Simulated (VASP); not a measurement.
# CoO (R3m) in VASP: a series of runs

CoO is run at these levels: PBEsol, PBEsol-based screened hybrid with 25 % exact exchange; tasks: single point.

Everything below comes from runs of VASP 6.6.1. Logs are shortened: lines on timing, memory, paths and dates and some standing lists are left out, and cuts for length are marked.

## Step 1: The cell of the first run

The structure is trigonal, space group R3m (No. 160). The conventional cell has a = 3.183 Å, b = 3.183 Å, c = 7.648 Å, α = 90.00°, β = 90.00°, γ = 120.00°. Co (site symmetry 3m) has 4 O at 1.90 to 1.95 Å within 2.5 Å. O (site symmetry 3m) has 4 Co at 1.90 to 1.95 Å within 2.5 Å.

## Step 2: Single point, PBEsol, collinear spin, ferromagnetic start

INCAR reads:

```
SYSTEM = CoO
  PREC = Accurate
  ENCUT = 1340
  EDIFF = 1E-6
  ISMEAR = -1
  SIGMA = 0.05
  LREAL = .False.
  LASPH = .True.
  NELM = 200
  ALGO = Normal
  ISIF = 2
  LWAVE = .False.
  LCHARG = .False.
  ISPIN = 2
  MAGMOM = 2 0
  LORBIT = 11
  LMAXMIX = 4
  GGA = PS
  NBANDS = 22
  GGA_COMPAT = .False.
```

KPOINTS reads:

```
Automatic mesh
0
Gamma
  10 10 10
  0 0 0
```

POSCAR reads:

```
CoO
1.0
    1.5914663644      0.9188335339      2.5492457344
   -1.5914663644      0.9188335339      2.5492457344
    0.0000000000     -1.8376670678      2.5492457344
Co O
1 1
Direct
    0.9989783200      0.9989783200      0.9989783200
    0.7510210300      0.7510210300      0.7510210300
```

Potentials or basis: VASP PAW PBE potentials, release 64 (Co_sv, O_h).

Run with:

```
cat potpaw_PBE.64/Co_sv/POTCAR potpaw_PBE.64/O_h/POTCAR > POTCAR
mpirun -np 1 vasp_std > vasp.out
```

OUTCAR:

```text
SYSTEM = CoO
   PREC = Accurate
   ENCUT = 1340
   EDIFF = 1E-6
   ISMEAR = -1
   LREAL = .False.
   LASPH = .True.
   NELM = 200
   ISIF = 2
   ISPIN = 2
   LORBIT = 11
   GGA = PS

 ion  position               nearest neighbor table
   1  0.999  0.999  0.999-   2 1.90   2 1.95   2 1.95   2 1.95
   2  0.751  0.751  0.751-   1 1.90   1 1.95   1 1.95   1 1.95

  LATTYP: Found a trigonal (rhomboedric) cell.
 ALAT       =     3.1425585223
 COS(alpha) =     0.4870699110

  Lattice vectors:

 A1 = (   1.5914663644,   0.9188335339,   2.5492457344)
 A2 = (  -1.5914663644,   0.9188335339,   2.5492457344)
 A3 = (   0.0000000000,  -1.8376670678,   2.5492457344)

Analysis of symmetry for initial positions (statically):
=====================================================================
 Subroutine PRICEL returns:
 Original cell was already a primitive cell.

 Routine SETGRP: Setting up the symmetry group for a
 trigonal (rhombohedral) supercell.

 Subroutine GETGRP returns: Found  6 space group operations
 (whereof  6 operations were pure point group operations)
 out of a pool of 12 trial point group operations.

The static configuration has the point symmetry C_3v.

Analysis of symmetry for dynamics (positions and initial velocities):
=====================================================================
 Subroutine PRICEL returns:
 Original cell was already a primitive cell.

 Routine SETGRP: Setting up the symmetry group for a
 trigonal (rhombohedral) supercell.

 Subroutine GETGRP returns: Found  6 space group operations
 (whereof  6 operations were pure point group operations)
 out of a pool of 12 trial point group operations.

The dynamic configuration has the point symmetry C_3v.

Analysis of structural, dynamic, and magnetic symmetry:
=====================================================================
 Subroutine PRICEL returns:
 Original cell was already a primitive cell.

 Routine SETGRP: Setting up the symmetry group for a
 trigonal (rhombohedral) supercell.

 Subroutine GETGRP returns: Found  6 space group operations
 (whereof  6 operations were pure point group operations)
 out of a pool of 12 trial point group operations.

The overall configuration has the point symmetry C_3v.

 Subroutine INISYM returns: Found  6 space group operations
 (whereof  6 operations are pure point group operations),
 and found     1 'primitive' translations

----------------------------------------------------------------------------------------

                                     Primitive cell

  volume of cell :      22.3665

  direct lattice vectors                    reciprocal lattice vectors
     1.591466364  0.918833534  2.549245734     0.314175663  0.181389404  0.130757631
    -1.591466364  0.918833534  2.549245734    -0.314175663  0.181389404  0.130757631
     0.000000000 -1.837667068  2.549245734     0.000000000 -0.362778807  0.130757631

  length of vectors
     3.142558522  3.142558522  3.142558522     0.385624197  0.385624197  0.385624197

  position of ions in fractional coordinates (direct lattice)
     0.998978320  0.998978320  0.998978320
     0.751021030  0.751021030  0.751021030

  ion indices of the primitive-cell ions
   primitive index   ion index
                 1           1
                 2           2

----------------------------------------------------------------------------------------

 KPOINTS: Automatic mesh

Automatic generation of k-mesh.
 Grid dimensions read from file:
 generate k-points for:   10   10   10

 Generating k-lattice:

  Cartesian coordinates                     Fractional coordinates (reciprocal lattice)
     0.031417566  0.018138940  0.013075763     0.100000000 -0.000000000  0.000000000
    -0.031417566  0.018138940  0.013075763    -0.000000000  0.100000000  0.000000000
     0.000000000 -0.036277881  0.013075763     0.000000000  0.000000000  0.100000000

  Length of vectors
     0.038562420  0.038562420  0.038562420

  Shift w.r.t. Gamma in fractional coordinates (k-lattice)
     0.000000000  0.000000000  0.000000000

 Subroutine IBZKPT returns following result:
 ===========================================

 Found    116 irreducible k-points:

 Following reciprocal coordinates:
            Coordinates               Weight
  0.000000  0.000000  0.000000      1.000000
  0.100000 -0.000000  0.000000      6.000000
  0.200000 -0.000000  0.000000      6.000000
  0.300000  0.000000 -0.000000      6.000000
  0.400000  0.000000 -0.000000      6.000000
  0.500000  0.000000 -0.000000      3.000000
[... 16 lines left out ...]
  0.300000  0.300000 -0.000000      6.000000
  0.400000  0.300000 -0.000000     12.000000
 [... further k-points ...]
   k-points           NKPTS =    116   k-points in BZ     NKDIM =    116   number of bands    NBANDS=     22
   number of dos      NEDOS =    301   number of ions     NIONS =      2
   total plane-waves  NPLWV =  64000
   dimension x,y,z NGX =    40 NGY =   40 NGZ =   40
   dimension x,y,z NGXF=    80 NGYF=   80 NGZF=   80
   ions per type =               1   1
   NGX,Y,Z   is equivalent  to a cutoff of  21.16, 21.16, 21.16 a.u.
   NGXF,Y,Z  is equivalent  to a cutoff of  42.32, 42.32, 42.32 a.u.
 SYSTEM =  CoO
   PREC   = accura    normal or accurate (medium, high low for compatibility)
   ISTART =      0    job   : 0-new  1-cont  2-samecut
   ICHARG =      2    charge: 1-file 2-atom 10-const
   ISPIN  =      2    spin polarized calculation?
   LNONCOLLINEAR =      F non collinear calculations
   LSORBIT =      F    spin-orbit coupling
   LASPH  =      T    aspherical Exc in radial PAW
   ENCUT  = 1340.0 eV  98.49 Ry    9.92 a.u.   9.38  9.38  9.38*2*pi/ulx,y,z
   NELM   =    200;   NELMIN=  2; NELMDL= -5     # of ELM steps
   EDIFF  = 0.1E-05   stopping-criterion for ELM
   LREAL  =      F    real-space projection
   EDIFFG = 0.1E-04   stopping-criterion for IOM
   NSW    =      0    number of steps for IOM
   IBRION =     -1    ionic relax: 0-MD 1-quasi-New 2-CG
   NFREE  =      0    steps in history (QN), initial steepest desc. (CG)
   ISIF   =      2    stress and relaxation
   ISYM   =      2    0-nonsym 1-usesym 2-fastsym
   POTIM  = 0.5000    time-step for ionic-motion
   TEBEG  =    0.0;   TEEND  =   0.0 temperature during run
   PSTRESS=    0.0 pullay stress
   NELECT =      23.0000    total number of electrons
   NUPDOWN=      -1.0000    fix difference up-down
   EMIN   =  10.00;   EMAX   =-10.00  energy-range for DOS
   EFERMI =   0.00;   METHOD = LEGACY
   ISMEAR =    -1;   SIGMA  =   0.05  broadening in eV -4-tet -1-fermi 0-gaus
   EFERMI_NEDOS =   21; number of points for ismear=-14 and -15
   IALGO  =     38    algorithm
   IMIX   =      4    mixing-type and parameters
     AMIX     =   0.40;   BMIX     =  1.00
     AMIX_MAG =   1.60;   BMIX_MAG =  1.00
  volume/ion in A,a.u.               =      11.18        75.47
  Fermi-wavevector in a.u.,A,eV,Ry     =   1.652412  3.122606 37.150241  2.730466
  Thomas-Fermi vector in A             =   2.741025
   LORBIT       =     11    0 simple, 1 ext, 2 COOP (PROOUT), +10 PAW based schemes
   GGA     = PS    functional components
   LHFCALC =     F    Hartree Fock is set to
   AEXX    =    0.0000 exact exchange contribution
   IVDW    =     0    specifies the selected vdW correction
   LEPSILON=     F    determine dielectric tensor
   LRPA    =     F    only Hartree local field effects (RPA)
 spin polarized calculation
  energy-cutoff  :     1340.00
  volume of cell :       22.37
 maximum number of plane-waves:      2529
 NGX is ok and might be reduce to    40
   NGX = 19   NGY = 19   NGZ = 19

 number of electron      23.0000000 magnetization       2.6876590

 Free energy of the ion-electron system (eV)
  ---------------------------------------------------
  ext. energy  EPLUGINS =         0.00000000
  ---------------------------------------------------
  free energy    TOTEN  =       -14.33214845 eV

  energy without entropy =      -14.31095066  energy(sigma->0) =      -14.32154956

 E-fermi :   7.3132     XC(G=0): -11.8671

 val. band max:        7.3124626452   @ k =  -0.2000   0.1000   0.1000
 cond. band min:       7.3139663380   @ k =   0.3000   0.2000   0.1000
 fundamental gap:      0.0015036928
 Fermi energy:         7.3132427270

 spin component 1

 k-point     1 :       0.0000    0.0000    0.0000
  band No.  band energies     occupation
      1     -88.9386      1.00000
      2     -52.3603      1.00000
      3     -52.3302      1.00000
      4     -52.3302      1.00000
      5     -12.8767      1.00000
      6       0.9353      1.00000
[... 14 lines left out ...]
     21      27.8696      0.00000
     22      30.0674      0.00000
[... 552 lines left out ...]
  band No.  band energies     occupation
      1     -88.9366      1.00000
      2     -52.3734      1.00000
      3     -52.3429      1.00000
      4     -52.3379      1.00000
      5     -12.1790      1.00000
      6       0.0185      1.00000
[... 14 lines left out ...]
     21      34.0443      0.00000
     22      35.9700      0.00000

 [... further k-points ...]

 spin component 2

 k-point     1 :       0.0000    0.0000    0.0000
  band No.  band energies     occupation
      1     -86.2183      1.00000
      2     -49.7096      1.00000
      3     -49.6747      1.00000
      4     -49.6747      1.00000
      5     -12.3557      1.00000
      6       2.0578      1.00000
[... 14 lines left out ...]
     21      28.3234      0.00000
     22      30.5516      0.00000
[... 552 lines left out ...]
  band No.  band energies     occupation
      1     -86.2161      1.00000
      2     -49.7250      1.00000
      3     -49.6896      1.00000
      4     -49.6836      1.00000
      5     -11.6199      1.00000
      6       0.6873      1.00000
[... 14 lines left out ...]
     21      34.4934      0.00000
     22      36.6011      0.00000

 [... further k-points ...]

------------------------ aborting loop because EDIFF is reached ----------------------------------------

  FORCE on cell =-STRESS in cart. coord.  units (eV):
  Direction    XX          YY          ZZ          XY          YZ          ZX
  --------------------------------------------------------------------------------------
  -------------------------------------------------------------------------------------
  Total       -1.1523854     -1.1523854     -0.4289536      0.0000000     -0.0000000      0.0000000
  in kB      -82.5488611    -82.5488611    -30.7272495      0.0000000     -0.0000000      0.0000000
  external PRESSURE =     -65.2749906 kB  Pullay stress =       0.0000000 kB

 VOLUME and BASIS-vectors are now :
 -----------------------------------------------------------------------------
  energy-cutoff  :     1340.00
  volume of cell :       22.37
      direct lattice vectors                 reciprocal lattice vectors
     1.591466364  0.918833534  2.549245734     0.314175663  0.181389404  0.130757631
    -1.591466364  0.918833534  2.549245734    -0.314175663  0.181389404  0.130757631
     0.000000000 -1.837667068  2.549245734     0.000000000 -0.362778807  0.130757631

 POSITION                                       TOTAL-FORCE (eV/Angst)
 -----------------------------------------------------------------------------------
      0.00000      0.00000      7.63992         0.000000     -0.000000      0.230262
      0.00000      0.00000      5.74361         0.000000      0.000000     -0.230262
 -----------------------------------------------------------------------------------
    total drift:                                0.000000      0.000000     -0.000065

  FREE ENERGIE OF THE ION-ELECTRON SYSTEM (eV)
  ---------------------------------------------------
  free  energy   TOTEN  =       -14.3321484475 eV

  energy  without entropy=      -14.3109506631  energy(sigma->0) =      -14.32154956

 total charge

# of ion       s       p       d       tot
------------------------------------------
    1        2.171   6.095   6.686  14.952
    2        1.029   2.296   0.000   3.326
--------------------------------------------------
tot          3.200   8.391   6.686  18.277

 magnetization (x)

# of ion       s       p       d       tot
------------------------------------------
    1        0.012   0.022   2.228   2.261
    2        0.021   0.205   0.000   0.226
--------------------------------------------------
tot          0.033   0.227   2.228   2.487
```

Run time: 11 min. Hardware: 1 thread of Intel Xeon Platinum 8488C (Sapphire Rapids), shared host; peak memory 0.53 GiB.

Results:

```
Free energy                                           : -14.3321 eV
Pressure                                              : -6.5 GPa
Largest force                                         : 0.230 eV/Å
Net moment                                            : 2.69 μB per cell
Site moments                                          : Co +2.26; O +0.23 μB
Valence electrons inside the program's atomic spheres : Co 14.95; O 3.33
```

Forces on the atoms (eV/Å):
```
Co   0.000  0.000  0.230
O    0.000  0.000 -0.230
```

Levels at points of the mesh, in eV from the Fermi level:
Spin up:
| k point | band 9 | band 10 | band 11 | band 12 | band 13 | band 14 | band 15 | band 16 | band 17 | band 18 |
| --- | --- | --- | --- | --- | --- | --- | --- | --- | --- | --- |
| (0.00, 0.00, 0.00) | -2.28 | -2.28 | 0.07 | 0.34 | 0.34 | 0.50 | 13.99 | 13.99 | 14.58 | 20.09 |
| (0.50, 0.00, 0.00) | -2.45 | -2.20 | -2.19 | -0.49 | -0.42 | 5.66 | 6.91 | 13.53 | 13.88 | 17.52 |
| (0.50, 0.50, 0.00) | -3.18 | -1.95 | -1.79 | -1.64 | -1.57 | 5.16 | 9.98 | 11.04 | 14.17 | 14.50 |
| (0.50, 0.50, 0.50) | -2.51 | -2.22 | -2.22 | -0.61 | -0.61 | 5.62 | 7.24 | 13.43 | 13.43 | 17.24 |
Spin down:
| k point | band 6 | band 7 | band 8 | band 9 | band 10 | band 11 | band 12 | band 13 | band 14 | band 15 |
| --- | --- | --- | --- | --- | --- | --- | --- | --- | --- | --- |
| (0.00, 0.00, 0.00) | -5.26 | -5.17 | -5.17 | -0.48 | -0.48 | 0.52 | 2.55 | 2.55 | 2.64 | 14.45 |
| (0.50, 0.00, 0.00) | -6.76 | -4.99 | -4.97 | -0.27 | -0.25 | 0.12 | 1.67 | 1.70 | 6.11 | 7.62 |
| (0.50, 0.50, 0.00) | -6.81 | -4.70 | -4.66 | -1.02 | -0.07 | 0.06 | 0.78 | 0.86 | 6.13 | 10.60 |
| (0.50, 0.50, 0.50) | -6.73 | -4.91 | -4.91 | -0.24 | -0.24 | -0.04 | 1.54 | 1.54 | 6.05 | 7.97 |

Caveat: the stress differs along the axes, from -8 to -3 GPa; the PAW data sets were made with another functional, which shifts forces and pressure a little; a cell with one magnetic atom can't hold antiferromagnetic order, which such compounds often take; semilocal functionals often make such compounds metallic where correlation or magnetic order opens a gap, which also shifts bond lengths. With open d or f shells a metallic result of PBEsol can be an artefact of self-interaction; +U or a hybrid may open a gap.

## Step 3: Single point, PBEsol-based screened hybrid with 25 % exact exchange, collinear spin, ferromagnetic start

This run uses another cell than the first one, of 11.41 Å³/atom.

POSCAR reads:

```
CoO
1.0
    1.6022198417      0.9250420569      2.5664708903
   -1.6022198417      0.9250420569      2.5664708903
    0.0000000000     -1.8500841138      2.5664708903
Co O
1 1
Direct
    0.9989783200      0.9989783200      0.9989783200
    0.7510210300      0.7510210300      0.7510210300
```

INCAR.step1 reads:

```
SYSTEM = CoO
PREC = Accurate ; ENCUT = 520
EDIFF = 1E-5 ; ISMEAR = -1
SIGMA = 0.05 ; LREAL = .FALSE.
LASPH = .TRUE. ; NELM = 150
ALGO = Normal ; ISIF = 2
LWAVE = .TRUE. ; LCHARG = .FALSE.
ISPIN = 2 ; MAGMOM = 2 0
LORBIT = 11 ; LMAXMIX = 4
GGA = PE ; NBANDS = 18
```

INCAR.step2 reads:

```
SYSTEM = CoO
PREC = Accurate ; ENCUT = 520
EDIFF = 1E-6 ; ISMEAR = -1
SIGMA = 0.05 ; LREAL = .FALSE.
LASPH = .TRUE. ; NELM = 150
ALGO = Normal ; ISIF = 2
LWAVE = .FALSE. ; LCHARG = .FALSE.
ISPIN = 2 ; MAGMOM = 2 0
LORBIT = 11 ; LMAXMIX = 4
GGA = PS ; LHFCALC = .TRUE.
AEXX = 0.25 ; HFSCREEN = 0.207
PRECFOCK = Normal ; ISTART = 1
NBANDS = 18
```

KPOINTS reads:

```
regular mesh
0
G
  5 5 5
  0 0 0
```

Potentials or basis: VASP PAW PBE potentials, release 64 (Co, O).

Run with:

```
cat potpaw_PBE.64/Co/POTCAR potpaw_PBE.64/O/POTCAR > POTCAR
cp INCAR.step1 INCAR
mpirun -np 1 vasp_std > vasp.out
cp INCAR.step2 INCAR
mpirun -np 1 vasp_std > vasp.out
```

Run time: 77 min. Hardware: 1 thread of Intel Xeon 8259CL, shared host; peak memory 0.27 GiB.

Results (log left out):

```yaml
Free_energy: -19.7356 eV
Pressure: 4.0 GPa
Largest_force: 0.408 eV/Å
Band_gap_on_the_k_mesh: 1.63 eV
Net_moment: 3.00 μB per cell
Site_moments: Co +2.66; O +0.21 μB
Valence_electrons_inside_the_program's_atomic_spheres: Co 7.98; O 5.07
```

Forces on the atoms (eV/Å):
```
Co   0.000  0.000  0.408
O    0.000  0.000 -0.408
```

Stress tensor (GPa, compression positive):
```
1.53 0.00 0.00
0.00 1.53 0.00
0.00 0.00 8.88
```

Levels at points of the mesh, in eV from the valence-band top:
Spin up:
```
           k point  band 7  band 8  band 9  band 10  band 11  band 12
(0.00, 0.00, 0.00)   -0.11   -0.11    0.00     1.63    15.89    15.89
```
Spin down:
```
           k point  band 2  band 3  band 4  band 5  band 6  band 7  band 8  band 9  band 10  band 11
(0.00, 0.00, 0.00)   -4.38   -4.32   -4.32   -1.42   -1.42    2.40    6.23    6.23     6.33    16.43
```

Caveat: the k points lie up to 0.48 Å⁻¹ apart; the PAW data sets were made with another functional, which shifts forces and pressure a little; a cell with one magnetic atom can't hold antiferromagnetic order, which such compounds often take. A k mesh can miss the band edges.
